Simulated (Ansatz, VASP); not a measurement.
## SnO2: VASP beside Ansatz

INCAR

```
PREC = Accurate ; ENCUT = 520
EDIFF = 1E-7 ; ISMEAR = 0
SIGMA = 0.05 ; LREAL = False
LASPH = True ; NELM = 80
ALGO = Normal ; ISIF = 2
LWAVE = False ; LCHARG = False
GGA = PE ; NBANDS = 35
```

Contents of KPOINTS:

```
regular mesh
0
Gamma
  6 6 8
```

File POSCAR:

```
SnO2
1.0
    4.7373500000      0.0000000000      0.0000000000
    0.0000000000      4.7373500000      0.0000000000
    0.0000000000      0.0000000000      3.1864000000
Sn O
2 4
Direct
    0.0111946571      0.0111946571      0.0000000000
    0.5000000000      0.5000000000      0.5000000000
    0.3056200000      0.3056200000      0.0000000000
    0.1943800000      0.8056200000      0.5000000000
    0.6943800000      0.6943800000      0.0000000000
    0.8056200000      0.1943800000      0.5000000000
```

Input for Ansatz:

```yaml
crystal:
  lattice:
    - [4.73735, 0.0, 0.0]
    - [0.0, 4.73735, 0.0]
    - [0.0, 0.0, 3.1864]
  atoms:
    - { symbol: Sn, position: [0.0111946571, 0.0111946571, 0.0] }
    - { symbol: Sn, position: [0.5, 0.5, 0.5] }
    - { symbol: O, position: [0.30562, 0.30562, 0.0] }
    - { symbol: O, position: [0.19438, 0.80562, 0.5] }
    - { symbol: O, position: [0.69438, 0.69438, 0.0] }
    - { symbol: O, position: [0.80562, 0.19438, 0.5] }
basis:
  ecutwfc: 420
kpoints:
  mp_grid: { grid: [6, 6, 8] }
hamiltonian:
  xc: pbe
scf:
  occupations: { method: gaussian, width: 0.05 }
output:
  forces: true
  stress: true
  eigenvalues: true
```

Alike in both runs: task single point; functional PBE; k mesh 6 × 6 × 8; occupations gaussian, width 0.05 eV; no spin polarisation.

|  | VASP | Ansatz |
| --- | --- | --- |
| version | VASP 6.6.1 | Ansatz 0.2.0 |
| potentials or method | VASP PAW PBE potentials, release 64 (Sn_d, O), cutoff 520 eV | scalar-relativistic, plane waves, PAW |
| valence electrons in the cell | 52 | 52 |

Ansatz gave:

```
gap on the k mesh at the Fermi level (eV)                     : 1.21
least direct gap on the mesh (eV)                             : 1.21
pressure (GPa)                                                : 11.3
traceless stress, the component that is largest in VASP (GPa) : 1.01
rms of the force components (eV/Å)                            : 0.516
```

Task: Estimate VASP's values.

Result: gap on the k mesh at the Fermi level (eV): 1.20; least direct gap on the mesh (eV): 1.20; pressure (GPa): 12.0; traceless stress, the component that is largest in VASP (GPa): 1.23; rms of the force components (eV/Å): 0.523.

Atom by atom the forces differ by 0.011 eV/Å (rms over components).
